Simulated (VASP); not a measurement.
# TeRu in VASP: single point with PBEsol

Aim: the single point of TeRu with PBEsol.

All numbers are computed with VASP 6.6.1; they aren't measurements. Logs are shortened: lines on timing, memory, paths and dates and some standing lists are left out, and cuts for length are marked.

### 1 The cell of the first run

The typed cell holds 2 atoms: a = 3.274 Å, b = 3.274 Å, c = 3.274 Å, α = 90.00°, β = 90.00°, γ = 90.00°.

### 2 Single point, PBEsol, non-collinear spin, typed start, spin-orbit coupling

Input file INCAR:

```
  PREC = Accurate
  ENCUT = 520
  EDIFF = 1E-7
  ISMEAR = -1
  SIGMA = 0.1
  LREAL = F
  LASPH = T
  NELM = 150
  ALGO = Normal
  ISIF = 2
  LWAVE = F
  LCHARG = F
  LNONCOLLINEAR = T
  MAGMOM = 0 0 0 0 0 2
  LORBIT = 11
  LSORBIT = T
  GGA_COMPAT = F
  LORBMOM = T
  LMAXMIX = 4
  GGA = PS
  NBANDS = 32
```

Input file KPOINTS:

```
regular mesh
0
Gamma
  6 6 6
```

Input file POSCAR:

```
TeRu
1.0
    3.2739784465      0.0000000000      0.0000000000
    0.0000000000      3.2739784465      0.0000000000
    0.0000000000      0.0000000000      3.2737034540
Te Ru
1 1
Direct
    0.5000000000      0.5000000000      0.5000000000
    0.0000000000      0.0000000000      0.0000000000
```

Potentials or basis: VASP PAW PBE potentials, release 64 (Te, Ru_pv).

On the command line:

```bash
$ cat potpaw_PBE.64/Te/POTCAR potpaw_PBE.64/Ru_pv/POTCAR > POTCAR
$ mpirun -np 1 vasp_ncl > vasp.out
```

OUTCAR:

```text
PREC = Accurate
   ENCUT = 520
   EDIFF = 1E-7
   ISMEAR = -1
   LREAL = F
   LASPH = T
   NELM = 150
   ISIF = 2
   LNONCOLLINEAR = T
   LORBIT = 11
   LSORBIT = T
   GGA = PS

 ion  position               nearest neighbor table
   1  0.500  0.500  0.500-   2 2.84   2 2.84   2 2.84   2 2.84   2 2.84   2 2.84   2 2.84   2 2.84

   2  0.000  0.000  0.000-   1 2.84   1 2.84   1 2.84   1 2.84   1 2.84   1 2.84   1 2.84   1 2.84

  LATTYP: Found a simple tetragonal cell.
 ALAT       =     3.2739784465
 C/A-ratio  =     0.9999160066

  Lattice vectors:

 A1 = (   3.2739784465,   0.0000000000,   0.0000000000)
 A2 = (   0.0000000000,   3.2739784465,   0.0000000000)
 A3 = (   0.0000000000,   0.0000000000,   3.2737034540)

Analysis of symmetry for initial positions (statically):
=====================================================================
 Subroutine PRICEL returns:
 Original cell was already a primitive cell.

 Routine SETGRP: Setting up the symmetry group for a
 simple tetragonal supercell.

 Subroutine GETGRP returns: Found 16 space group operations
 (whereof 16 operations were pure point group operations)
 out of a pool of 16 trial point group operations.

The static configuration has the point symmetry D_4h.

Analysis of symmetry for dynamics (positions and initial velocities):
=====================================================================
 Subroutine PRICEL returns:
 Original cell was already a primitive cell.

 Routine SETGRP: Setting up the symmetry group for a
 simple tetragonal supercell.

 Subroutine GETGRP returns: Found 16 space group operations
 (whereof 16 operations were pure point group operations)
 out of a pool of 16 trial point group operations.

The dynamic configuration has the point symmetry D_4h.

Analysis of structural, dynamic, and magnetic symmetry:
=====================================================================
 Subroutine PRICEL returns:
 Original cell was already a primitive cell.

 Routine SETGRP: Setting up the symmetry group for a
 simple tetragonal supercell.

 Subroutine GETGRP returns: Found  8 space group operations
 (whereof  8 operations were pure point group operations)
 out of a pool of 16 trial point group operations.

The overall configuration has the point symmetry C_4h.

 Subroutine INISYM returns: Found  8 space group operations
 (whereof  8 operations are pure point group operations),
 and found     1 'primitive' translations

----------------------------------------------------------------------------------------

                                     Primitive cell

  volume of cell :      35.0906

  direct lattice vectors                    reciprocal lattice vectors
     3.273978447  0.000000000  0.000000000     0.305438785  0.000000000  0.000000000
     0.000000000  3.273978447  0.000000000     0.000000000  0.305438785  0.000000000
     0.000000000  0.000000000  3.273703454     0.000000000  0.000000000  0.305464442

  length of vectors
     3.273978447  3.273978447  3.273703454     0.305438785  0.305438785  0.305464442

  position of ions in fractional coordinates (direct lattice)
     0.500000000  0.500000000  0.500000000
     0.000000000  0.000000000  0.000000000

  ion indices of the primitive-cell ions
   primitive index   ion index
                 1           1
                 2           2

----------------------------------------------------------------------------------------

 KPOINTS: regular mesh

Automatic generation of k-mesh.
 Grid dimensions read from file:
 generate k-points for:    6    6    6

 Generating k-lattice:

  Cartesian coordinates                     Fractional coordinates (reciprocal lattice)
     0.050906464  0.000000000  0.000000000     0.166666667  0.000000000  0.000000000
     0.000000000  0.050906464  0.000000000     0.000000000  0.166666667  0.000000000
     0.000000000  0.000000000  0.050910740     0.000000000  0.000000000  0.166666667

  Length of vectors
     0.050906464  0.050906464  0.050910740

  Shift w.r.t. Gamma in fractional coordinates (k-lattice)
     0.000000000  0.000000000  0.000000000

 Subroutine IBZKPT returns following result:
 ===========================================

 Found     44 irreducible k-points:

 Following reciprocal coordinates:
            Coordinates               Weight
  0.000000  0.000000  0.000000      1.000000
  0.166667  0.000000  0.000000      4.000000
  0.333333  0.000000  0.000000      4.000000
  0.500000  0.000000  0.000000      2.000000
  0.166667  0.166667  0.000000      4.000000
[... 37 lines left out ...]
   NELM   =    150;   NELMIN=  2; NELMDL= -5     # of ELM steps
   EDIFF  = 0.1E-06   stopping-criterion for ELM
   LREAL  =      F    real-space projection
   EDIFFG = 0.1E-05   stopping-criterion for IOM
   NSW    =      0    number of steps for IOM
   IBRION =     -1    ionic relax: 0-MD 1-quasi-New 2-CG
   NFREE  =      0    steps in history (QN), initial steepest desc. (CG)
   ISIF   =      2    stress and relaxation
   ISYM   =      2    0-nonsym 1-usesym 2-fastsym
   POTIM  = 0.5000    time-step for ionic-motion
   TEBEG  =    0.0;   TEEND  =   0.0 temperature during run
   PSTRESS=    0.0 pullay stress
   NELECT =      20.0000    total number of electrons
   NUPDOWN=      -1.0000    fix difference up-down
   EMIN   =  10.00;   EMAX   =-10.00  energy-range for DOS
   EFERMI =   0.00;   METHOD = LEGACY
   ISMEAR =    -1;   SIGMA  =   0.10  broadening in eV -4-tet -1-fermi 0-gaus
   EFERMI_NEDOS =   21; number of points for ismear=-14 and -15
   IALGO  =     38    algorithm
   IMIX   =      4    mixing-type and parameters
     AMIX     =   0.40;   BMIX     =  1.00
     AMIX_MAG =   1.60;   BMIX_MAG =  1.00
  volume/ion in A,a.u.               =      17.55       118.40
  Fermi-wavevector in a.u.,A,eV,Ry     =   1.357337  2.564996 25.066898  1.842365
  Thomas-Fermi vector in A             =   2.484264
   LORBIT       =     11    0 simple, 1 ext, 2 COOP (PROOUT), +10 PAW based schemes
   GGA     = PS    functional components
   LHFCALC =     F    Hartree Fock is set to
   AEXX    =    0.0000 exact exchange contribution
   IVDW    =     0    specifies the selected vdW correction
   LEPSILON=     F    determine dielectric tensor
   LRPA    =     F    only Hartree local field effects (RPA)
  energy-cutoff  :      520.00
  volume of cell :       35.09
 maximum number of plane-waves:      1936
   NGX = 13   NGY = 13   NGZ = 13

 number of electron      20.0000006 magnetization       0.0000000      0.0000000      0.4415041

 number of electron      20.0000006 magnetization      -0.0000000     -0.0000000      0.4425098

 number of electron      20.0000006 magnetization      -0.0000000      0.0000000      0.4430835

 Free energy of the ion-electron system (eV)
  ---------------------------------------------------
  ext. energy  EPLUGINS =         0.00000000
  ---------------------------------------------------
  free energy    TOTEN  =       -13.25331875 eV

  energy without entropy =      -13.17133902  energy(sigma->0) =      -13.21232888

 E-fermi :  12.5316     XC(G=0): -12.5642

 val. band max:       12.5105616760   @ k =   0.5000   0.5000   0.3333
 cond. band min:      12.5389480674   @ k =   0.1667   0.1667   0.0000
 fundamental gap:      0.0283863914
 Fermi energy:        12.5316137220

 k-point     1 :       0.0000    0.0000    0.0000
  band No.  band energies     occupation
      1     -32.1893      1.00000
      2     -32.0825      1.00000
      3     -29.0185      1.00000
      4     -28.9037      1.00000
      5     -28.7953      1.00000
      6     -28.6947      1.00000
[... 829 lines left out ...]
     31      22.1780      0.00000
     32      22.2196      0.00000

 [... further k-points ...]
[... 5 lines left out ...]
  --------------------------------------------------------------------------------------
  -------------------------------------------------------------------------------------
  Total        0.0425474      0.0425474      0.0441743      0.0000000      0.0000000      0.0000000
  in kB        1.9426432      1.9426432      2.0169225      0.0000017      0.0000000      0.0000000
  external PRESSURE =       1.9674030 kB  Pullay stress =       0.0000000 kB

 VOLUME and BASIS-vectors are now :
 -----------------------------------------------------------------------------
  energy-cutoff  :      520.00
  volume of cell :       35.09
      direct lattice vectors                 reciprocal lattice vectors
     3.273978447  0.000000000  0.000000000     0.305438785  0.000000000  0.000000000
     0.000000000  3.273978447  0.000000000     0.000000000  0.305438785  0.000000000
     0.000000000  0.000000000  3.273703454     0.000000000  0.000000000  0.305464442

 POSITION                                       TOTAL-FORCE (eV/Angst)
 -----------------------------------------------------------------------------------
      1.63699      1.63699      1.63685         0.000000      0.000000      0.000000
      0.00000      0.00000      0.00000         0.000000      0.000000      0.000000
 -----------------------------------------------------------------------------------
    total drift:                                0.000000      0.000000      0.000000

  FREE ENERGIE OF THE ION-ELECTRON SYSTEM (eV)
  ---------------------------------------------------
  free  energy   TOTEN  =       -13.2533187466 eV

  energy  without entropy=      -13.1713390190  energy(sigma->0) =      -13.21232888

 orbital moment (x)

 # of ion     p       d       tot
 ----------------------------------------
  1         0.000   0.000   0.000
  2        -0.000   0.000   0.000
 ----------------------------------------
            0.000   0.000   0.000

 orbital moment (y)

 # of ion     p       d       tot
 ----------------------------------------
  1         0.000   0.000   0.000
  2        -0.000  -0.000  -0.000
 ----------------------------------------
           -0.000  -0.000  -0.000

 orbital moment (z)

 # of ion     p       d       tot
 ----------------------------------------
  1         0.000   0.000   0.000
  2        -0.000   0.016   0.016
 ----------------------------------------
           -0.000   0.016   0.016

 Spin-Orbit-Coupling matrix elements

 Ion:    1  E_soc:     -0.1747088
 l=   1
     0.0000000    -0.0285681    -0.0286401
    -0.0285681     0.0000000    -0.0285681
    -0.0286401    -0.0285681     0.0000000
 l=   2
     0.0000000    -0.0001597     0.0000000    -0.0001597    -0.0003661
    -0.0001597     0.0000000    -0.0002747    -0.0001602    -0.0000915
     0.0000000    -0.0002747     0.0000000    -0.0002747     0.0000000
    -0.0001597    -0.0001602    -0.0002747     0.0000000    -0.0000915
    -0.0003661    -0.0000915     0.0000000    -0.0000915     0.0000000
 l=   3
     0.0000000     0.0000000     0.0000000     0.0000000     0.0000000     0.0000000     0.0000000
     0.0000000     0.0000000     0.0000000     0.0000000     0.0000000     0.0000000     0.0000000
     0.0000000     0.0000000     0.0000000     0.0000000     0.0000000     0.0000000     0.0000000
     0.0000000     0.0000000     0.0000000     0.0000000     0.0000000     0.0000000     0.0000000
     0.0000000     0.0000000     0.0000000     0.0000000     0.0000000     0.0000000     0.0000000
     0.0000000     0.0000000     0.0000000     0.0000000     0.0000000     0.0000000     0.0000000
     0.0000000     0.0000000     0.0000000     0.0000000     0.0000000     0.0000000     0.0000000

 Ion:    2  E_soc:     -0.2709954
 l=   1
     0.0000000    -0.0368170    -0.0368109
    -0.0368170     0.0000000    -0.0368170
    -0.0368109    -0.0368170     0.0000000
 l=   2
     0.0000000    -0.0013064     0.0000000    -0.0013064    -0.0068721
    -0.0013064     0.0000000    -0.0053460    -0.0013114    -0.0017822
     0.0000000    -0.0053460     0.0000000    -0.0053460     0.0000000
    -0.0013064    -0.0013114    -0.0053460     0.0000000    -0.0017822
    -0.0068721    -0.0017822     0.0000000    -0.0017822     0.0000000
 l=   3
     0.0000000     0.0000000     0.0000000     0.0000000     0.0000000     0.0000000     0.0000000
     0.0000000     0.0000000     0.0000000     0.0000000     0.0000000     0.0000000     0.0000000
     0.0000000     0.0000000     0.0000000     0.0000000     0.0000000     0.0000000     0.0000000
     0.0000000     0.0000000     0.0000000     0.0000000     0.0000000     0.0000000     0.0000000
     0.0000000     0.0000000     0.0000000     0.0000000     0.0000000     0.0000000     0.0000000
     0.0000000     0.0000000     0.0000000     0.0000000     0.0000000     0.0000000     0.0000000
     0.0000000     0.0000000     0.0000000     0.0000000     0.0000000     0.0000000     0.0000000

 total charge

# of ion       s       p       d       tot
------------------------------------------
    1        1.406   1.804   0.152   3.362
    2        0.250   6.170   6.186  12.606
--------------------------------------------------
tot          1.657   7.974   6.338  15.969

 magnetization (x)

# of ion       s       p       d       tot
------------------------------------------
    1        0.000  -0.000   0.000   0.000
    2       -0.000   0.000   0.000   0.000
--------------------------------------------------
tot          0.000  -0.000   0.000   0.000

 magnetization (y)

# of ion       s       p       d       tot
------------------------------------------
    1       -0.000  -0.000  -0.000  -0.000
    2        0.000   0.000   0.000   0.000
--------------------------------------------------
tot         -0.000  -0.000   0.000   0.000

 magnetization (z)

# of ion       s       p       d       tot
------------------------------------------
    1        0.006  -0.001  -0.002   0.004
    2        0.004   0.002   0.426   0.432
--------------------------------------------------
tot          0.011   0.002   0.424   0.436
```

Run time: 51 s. Hardware: 1 thread of Intel Xeon Platinum 8488C (Sapphire Rapids), shared host; peak memory 0.24 GiB.

Results:

| Property | Result |
| --- | --- |
| Free energy | -13.2533 eV |
| Pressure | 0.2 GPa |
| Net moment | 0.44 μB per cell |
| Valence electrons inside the program's atomic spheres | Te 3.36; Ru 12.61 |

Moments on the atoms (μB; x, y, z):
```
Te  0.00 0.00 0.00
Ru  0.00 0.00 0.43
```

Caveat: a moment this small can come from the mesh or the smearing; the PAW data sets were made with another functional, which shifts forces and pressure a little.
